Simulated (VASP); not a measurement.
Crystal: Ti3Sn.

```
Ti Sn
1.0
     5.91699    0.00000    0.00000
    -2.95850    5.12427    0.00000
     0.00000    0.00000    4.75981
Ti Sn
6 2
Direct
  0.16395 0.32790 0.75000
  0.67210 0.83605 0.75000
  0.16395 0.83605 0.75000
  0.83605 0.67210 0.25000
  0.32790 0.16395 0.25000
  0.83605 0.16395 0.25000
  0.66667 0.33333 0.75000
  0.33333 0.66667 0.25000
```

```yaml
Program: VASP 6.6.1
Task: relaxation of cell and atoms
Functional: LDA
Potentials_or_basis: VASP PAW LDA potentials, release 64 (Ti_sv, Sn_d)
Cutoff: 500 eV
k_mesh: 6 × 6 × 8
Occupations: gaussian, width 0.1 eV
Spin: no spin polarisation
```

At the start: pressure -8.2 GPa; volume 18.04 Å³/atom.

Q: How do energy, volume and symmetry change on relaxing?

A: Over 8 steps the energy falls by 33.2 meV/atom and the volume is 16.82 Å³/atom (-6.8 %); space group P6_3/mmc (No. 194, to 0.1 Å) before and after.

Step by step:
```csv
step,energy change (eV),largest force (eV/Å),pressure (GPa),volume (Å³)
1,0.0000,0.0425,-8.21,144.32
2,-0.0009,0.0249,10.27,125.86
3,-0.2652,0.0043,-0.10,134.67
4,-0.2652,0.0034,-0.02,134.48
5,-0.2650,0.0027,0.18,134.29
6,-0.2654,0.0001,-0.06,134.62
7,-0.2654,0.0001,-0.03,134.59
8,-0.2654,0.0010,0.00,134.56
```

Final structure:
```cif
data_structure
_symmetry_space_group_name_H-M 'P 1'
_symmetry_Int_Tables_number 1
_cell_length_a 5.7778
_cell_length_b 5.7778
_cell_length_c 4.6543
_cell_angle_alpha 90.000
_cell_angle_beta 90.000
_cell_angle_gamma 120.000
_cell_volume 134.56
loop_
_atom_site_label
_atom_site_type_symbol
_atom_site_fract_x
_atom_site_fract_y
_atom_site_fract_z
_atom_site_occupancy
Ti1 Ti 0.16383 0.32767 0.75000 1
Ti2 Ti 0.67233 0.83617 0.75000 1
Ti3 Ti 0.16383 0.83617 0.75000 1
Ti4 Ti 0.83617 0.67233 0.25000 1
Ti5 Ti 0.32767 0.16383 0.25000 1
Ti6 Ti 0.83617 0.16383 0.25000 1
Sn1 Sn 0.66667 0.33333 0.75000 1
Sn2 Sn 0.33333 0.66667 0.25000 1
```
